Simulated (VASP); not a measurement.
# MgO (lda) (Fm-3m) in VASP: further runs

MgO (lda) is run at these levels: LDA; tasks: relaxation of cell and atoms.

Program: VASP 6.6.1. These are calculated values, not measurements. Logs are shortened: lines on timing, memory, paths and dates and some standing lists are left out, and cuts for length are marked.

## Step 1: The cell of the first run

The structure is cubic, space group Fm-3m (No. 225). Conventional cell: a = 4.013 Å, b = 4.013 Å, c = 4.013 Å, α = 90.00°, β = 90.00°, γ = 90.00°. Mg (site symmetry m-3m) has 6 O at 2.01 Å within 2.7 Å. Within 2.7 Å of O (site symmetry m-3m) lie 6 Mg at 2.01 Å.

## Step 2: Relaxation of cell and atoms, LDA, target pressure 23.2 GPa, at which the enthalpy is minimised

Input file INCAR:

```
SYSTEM = MgO
PREC = Accurate
ENCUT = 600
EDIFF = 1E-7
ISMEAR = 0
SIGMA = 0.02
LREAL = .False.
LASPH = .True.
NELM = 120
ALGO = Normal
ISIF = 3
LWAVE = .False.
LCHARG = .False.
IBRION = 2
NSW = 100
EDIFFG = -0.002
PSTRESS = 232.0
GGA_COMPAT = .False.
NELMIN = 4
```

Input file KPOINTS:

```
regular mesh
0
Gamma
  10 10 10
  0 0 0
```

Input file POSCAR:

```
MgO
1.0
    0.0000000000      2.0062900511      2.0062900511
    2.0062900511      0.0000000000      2.0062900511
    2.0062900511      2.0062900511      0.0000000000
Mg O
1 1
Direct
    0.0000000000      0.0000000000      0.0000000000
    0.5000000000      0.5000000000      0.5000000000
```

Potentials or basis: VASP PAW LDA potentials, release 64 (Mg, O).

The run is started by

```bash
> cat potpaw_LDA.64/Mg/POTCAR potpaw_LDA.64/O/POTCAR > POTCAR
> mpirun -np 1 vasp_std > vasp.out
```

OUTCAR:

```text
SYSTEM = MgO
   PREC = Accurate
   ENCUT = 600
   EDIFF = 1E-7
   ISMEAR = 0
   LREAL = .False.
   LASPH = .True.
   NELM = 120
   ISIF = 3
   IBRION = 2
   NSW = 100
   EDIFFG = -0.002
   PSTRESS = 232.0
   NELMIN = 4

 ion  position               nearest neighbor table
   1  0.000  0.000  0.000-   2 2.01   2 2.01   2 2.01   2 2.01   2 2.01   2 2.01
   2  0.500  0.500  0.500-   1 2.01   1 2.01   1 2.01   1 2.01   1 2.01   1 2.01

  LATTYP: Found a face centered cubic cell.
 ALAT       =     4.0125801022

  Lattice vectors:

 A1 = (   0.0000000000,   2.0062900511,   2.0062900511)
 A2 = (   2.0062900511,   0.0000000000,   2.0062900511)
 A3 = (   2.0062900511,   2.0062900511,   0.0000000000)

Analysis of symmetry for initial positions (statically):
=====================================================================
 Subroutine PRICEL returns:
 Original cell was already a primitive cell.

 Routine SETGRP: Setting up the symmetry group for a
 face centered cubic supercell.

 Subroutine GETGRP returns: Found 48 space group operations
 (whereof 48 operations were pure point group operations)
 out of a pool of 48 trial point group operations.

The static configuration has the point symmetry O_h .

Analysis of symmetry for dynamics (positions and initial velocities):
=====================================================================
 Subroutine PRICEL returns:
 Original cell was already a primitive cell.

 Routine SETGRP: Setting up the symmetry group for a
 face centered cubic supercell.

 Subroutine GETGRP returns: Found 48 space group operations
 (whereof 48 operations were pure point group operations)
 out of a pool of 48 trial point group operations.

The dynamic configuration has the point symmetry O_h .

 Subroutine INISYM returns: Found 48 space group operations
 (whereof 48 operations are pure point group operations),
 and found     1 'primitive' translations

----------------------------------------------------------------------------------------

                                     Primitive cell

  volume of cell :      16.1514

  direct lattice vectors                    reciprocal lattice vectors
     0.000000000  2.006290051  2.006290051    -0.249216209  0.249216209  0.249216209
     2.006290051  0.000000000  2.006290051     0.249216209 -0.249216209  0.249216209
     2.006290051  2.006290051  0.000000000     0.249216209  0.249216209 -0.249216209

[... 89 lines left out ...]
   ISIF   =      3    stress and relaxation
   ISYM   =      2    0-nonsym 1-usesym 2-fastsym
   POTIM  = 0.5000    time-step for ionic-motion
   TEBEG  =    0.0;   TEEND  =   0.0 temperature during run
   PSTRESS=  232.0 pullay stress
   NELECT =       8.0000    total number of electrons
   NUPDOWN=      -1.0000    fix difference up-down
   EMIN   =  10.00;   EMAX   =-10.00  energy-range for DOS
   EFERMI =   0.00;   METHOD = LEGACY
   ISMEAR =     0;   SIGMA  =   0.02  broadening in eV -4-tet -1-fermi 0-gaus
   EFERMI_NEDOS =   21; number of points for ismear=-14 and -15
   IALGO  =     38    algorithm
   IMIX   =      4    mixing-type and parameters
     AMIX     =   0.40;   BMIX     =  1.00
     AMIX_MAG =   1.60;   BMIX_MAG =  1.00
  volume/ion in A,a.u.               =       8.08        54.50
  Fermi-wavevector in a.u.,A,eV,Ry     =   1.295292  2.447747 22.827611  1.677782
  Thomas-Fermi vector in A             =   2.426821
   LORBIT       =      0    0 simple, 1 ext, 2 COOP (PROOUT), +10 PAW based schemes
   GGA     = CA    functional components
   LHFCALC =     F    Hartree Fock is set to
   AEXX    =    0.0000 exact exchange contribution
   IVDW    =     0    specifies the selected vdW correction
   LEPSILON=     F    determine dielectric tensor
   LRPA    =     F    only Hartree local field effects (RPA)
 conjugate gradient relaxation of ions
 non-spin polarized calculation
 Gauss-broadening in eV      SIGMA  =   0.02
  energy-cutoff  :      600.00
  volume of cell :       16.15
 maximum number of plane-waves:       548
   NGX = 11   NGY = 11   NGZ = 11

--------------------------------------- Ionic step        1  -------------------------------------------

 number of electron       8.0000000 magnetization

 Free energy of the ion-electron system (eV)
  ---------------------------------------------------
  ext. energy  EPLUGINS =         0.00000000
  ---------------------------------------------------
  free energy    TOTEN  =       -13.34448891 eV

  energy without entropy =      -13.34448891  energy(sigma->0) =      -13.34448891

------------------------ aborting loop because EDIFF is reached ----------------------------------------

  FORCE on cell =-STRESS in cart. coord.  units (eV):
  Direction    XX          YY          ZZ          XY          YZ          ZX
  --------------------------------------------------------------------------------------
  -------------------------------------------------------------------------------------
  Total        2.1346916      2.1346916      2.1346916      0.0000000      0.0000000      0.0000000
  in kB      211.7554407    211.7554407    211.7554407      0.0000000      0.0000000      0.0000000
  external PRESSURE =     -20.2445593 kB  Pullay stress =     232.0000000 kB
[... 63 lines left out ...]
--------------------------------------- Ionic step        3  -------------------------------------------

 number of electron       8.0000000 magnetization

 Free energy of the ion-electron system (eV)
  ---------------------------------------------------
  ext. energy  EPLUGINS =         0.00000000
  ---------------------------------------------------
  free energy    TOTEN  =       -13.32752802 eV

  energy without entropy =      -13.32752802  energy(sigma->0) =      -13.32752802

 E-fermi :   4.3291     XC(G=0): -12.3509

 val. band max:        4.1442853668   @ k =   0.0000   0.0000   0.0000
 cond. band min:      10.4485488233   @ k =   0.0000   0.0000   0.0000
 fundamental gap:      6.3042634566
 Fermi energy:         4.3290785032

 k-point     1 :       0.0000    0.0000    0.0000
  band No.  band energies     occupation
      1     -13.7356      2.00000
      2       4.1443      2.00000
      3       4.1443      2.00000
      4       4.1443      2.00000
      5      10.4485      0.00000
      6      20.4949      0.00000
      7      20.4949      0.00000
      8      20.4949      0.00000
[... 243 lines left out ...]
 k-point    24 :       0.4000    0.3000    0.0000
  band No.  band energies     occupation
      1     -12.0458      2.00000
      2      -0.0170      2.00000
      3       2.5736      2.00000
      4       2.8412      2.00000
      5      14.2497      0.00000
      6      15.4313      0.00000
      7      19.1678      0.00000
      8      24.0784      0.00000

 [... further k-points ...]
[... 5 lines left out ...]
  --------------------------------------------------------------------------------------
  -------------------------------------------------------------------------------------
  Total        2.3207855      2.3207855      2.3207855     -0.0000000     -0.0000000     -0.0000000
  in kB      231.9750346    231.9750346    231.9750346     -0.0000000     -0.0000000     -0.0000000
  external PRESSURE =      -0.0249654 kB  Pullay stress =     232.0000000 kB
[... 21 lines left out ...]
  energy  without entropy=      -13.3275280244  energy(sigma->0) =      -13.32752802

  enthalpy is  TOTEN    =       -11.0064927757 eV   P V=        2.3210352487

 reached required accuracy - stopping structural energy minimisation
```

OSZICAR:

```text
N       E                     dE             d eps       ncg     rms          rms(c)
DAV:   1     0.135661428830E+02    0.13566E+02   -0.55065E+03   872   0.102E+03
DAV:   2    -0.146805309302E+02   -0.28247E+02   -0.27287E+02   936   0.158E+02
DAV:   3    -0.149933784115E+02   -0.31285E+00   -0.31285E+00   952   0.180E+01
[... 20 lines left out ...]
DAV:   2    -0.133275663189E+02    0.25451E-02   -0.16506E-02   752   0.994E-01    0.403E-02
DAV:   3    -0.133275426986E+02    0.23620E-04   -0.10639E-04   824   0.136E-01    0.228E-02
DAV:   4    -0.133275281564E+02    0.14542E-04   -0.11711E-05   816   0.361E-02    0.452E-03
DAV:   5    -0.133275280169E+02    0.13953E-06   -0.11890E-06   824   0.881E-03    0.129E-03
DAV:   6    -0.133275280244E+02   -0.75473E-08   -0.21213E-08   424   0.126E-03
   3 F= -.11006493E+02 E0= -.11006493E+02  d E =-.779478E-03
```

CONTCAR:

```text
MgO
   1.00000000000000
     0.0000000000000000    2.0012043855049613    2.0012043855049613
     2.0012043855049613    0.0000000000000000    2.0012043855049613
     2.0012043855049613    2.0012043855049613    0.0000000000000000
  Mg              O
     1     1
Direct
     0.0000000000000000    0.0000000000000000    0.0000000000000000
     0.5000000000000000    0.5000000000000000    0.5000000000000000

  0.00000000E+00  0.00000000E+00  0.00000000E+00
  0.00000000E+00  0.00000000E+00  0.00000000E+00
```

It took 5.4 s on 1 thread of Intel Xeon 6975P-C (Granite Rapids), shared host; peak memory 0.13 GiB.

What came out:

- Free energy: -13.3275 eV
- Relaxed volume: 8.01 Å³/atom
- Relaxed cell: a = 2.830 Å, b = 2.830 Å, c = 2.830 Å, α = 60.00°, β = 60.00°, γ = 60.00°
- Space group after relaxing (to 0.05 Å): Fm-3m (No. 225)
- Energy change on relaxing (the enthalpy is what falls): +8.5 meV/atom
- Ionic steps: 3
- Pressure after relaxing: 23.2 GPa
- Band gap on the k mesh: 6.30 eV, direct

Step by step:
| step | energy change (eV) | largest force (eV/Å) | pressure (GPa) | volume (Å³) |
| --- | --- | --- | --- | --- |
| 1 | 0.0000 | 0.0000 | 21.18 | 16.15 |
| 2 | 0.0343 | 0.0000 | 25.16 | 15.91 |
| 3 | 0.0170 | 0.0000 | 23.20 | 16.03 |

Final structure:
```yaml
crystal:
  lattice:
    - [0.00000, 2.00120, 2.00120]
    - [2.00120, 0.00000, 2.00120]
    - [2.00120, 2.00120, 0.00000]
  atoms:
    - { symbol: Mg, position: [0.00000, 0.00000, 0.00000] }
    - { symbol: O, position: [0.50000, 0.50000, 0.50000] }
```

Caveat: the cell is relaxed towards a set pressure, so the enthalpy falls and the energy may rise.

## Step 3: Relaxation of cell and atoms, LDA, target pressure 23.2 GPa, at which the enthalpy is minimised

This run uses another cell than the first one, of 9.37 Å³/atom, 1.161 times its volume.

Input file INCAR:

```
ALGO = Normal ; EDIFF = 1E-7
EDIFFG = -0.002 ; ENCUT = 600
GGA = CA ; GGA_COMPAT = F
IBRION = 2 ; ISIF = 3
ISMEAR = 0 ; LASPH = T
LCHARG = F ; LREAL = F
LWAVE = F ; NELM = 120
NELMIN = 4 ; NSW = 100
PREC = Accurate ; PSTRESS = 232.0
SIGMA = 0.02
```

Input file KPOINTS:

```
k-points
0
Gamma
  10 10 10
```

Input file POSCAR:

```
MgO
1.0
    0.0000000000      2.1085000000      2.1085000000
    2.1085000000      0.0000000000      2.1085000000
    2.1085000000      2.1085000000      0.0000000000
Mg O
1 1
Direct
    0.0000000000      0.0000000000      0.0000000000
    0.5000000000      0.5000000000      0.5000000000
```

Potentials or basis: VASP PAW LDA potentials, release 64 (Mg, O).

The run is started by

```bash
> cat potpaw_LDA.64/Mg/POTCAR potpaw_LDA.64/O/POTCAR > POTCAR
> mpirun -np 1 vasp_std > vasp.out
```

Run time: 9.1 s. Hardware: 1 thread of Intel Xeon 6975P-C (Granite Rapids), shared host; peak memory 0.14 GiB.

Results (log left out):

```yaml
Free_energy: -13.3352 eV
Relaxed_volume: 8.01 Å³/atom
Relaxed_cell: a = 2.830 Å, b = 2.830 Å, c = 2.830 Å, α = 60.00°, β = 60.00°, γ = 60.00°
Space_group_after_relaxing_to_0.05_Å: Fm-3m (No. 225)
Energy_change_on_relaxing_the_enthalpy_is_what_falls: +44.8 meV/atom
Ionic_steps: 6
Pressure_after_relaxing: 23.2 GPa
Band_gap_on_the_k_mesh: 6.31 eV, direct
```

Step by step:
| step | energy change (eV) | largest force (eV/Å) | pressure (GPa) | volume (Å³) |
| --- | --- | --- | --- | --- |
| 1 | 0.0000 | 0.0000 | -8.48 | 18.75 |
| 2 | 0.5864 | 0.0000 | 66.07 | 14.15 |
| 3 | 0.0834 | 0.0000 | 22.47 | 16.07 |
| 4 | 0.0907 | 0.0000 | 23.33 | 16.02 |
| 5 | 0.0887 | 0.0000 | 23.10 | 16.03 |
| 6 | 0.0896 | 0.0000 | 23.20 | 16.02 |

Final structure:
```
CELL_PARAMETERS angstrom
0.00000 2.00103 2.00103
2.00103 0.00000 2.00103
2.00103 2.00103 0.00000
ATOMIC_POSITIONS crystal
Mg 0.00000 0.00000 0.00000
O 0.50000 0.50000 0.50000
```

Levels at points of the mesh, in eV from the valence-band top:
```tsv
k point	band 1	band 2	band 3	band 4	band 5	band 6	band 7	band 8
(0.00, 0.00, 0.00)	-17.88	0.00	0.00	0.00	6.31	16.35	16.35	16.35
(0.50, 0.00, 0.00)	-16.08	-5.43	-0.87	-0.87	8.74	14.18	17.62	17.62
(0.50, 0.50, 0.00)	-15.76	-4.83	-1.60	-1.60	8.99	11.47	14.59	21.08
```

Caveat: the cell is relaxed towards a set pressure, so the enthalpy falls and the energy may rise.
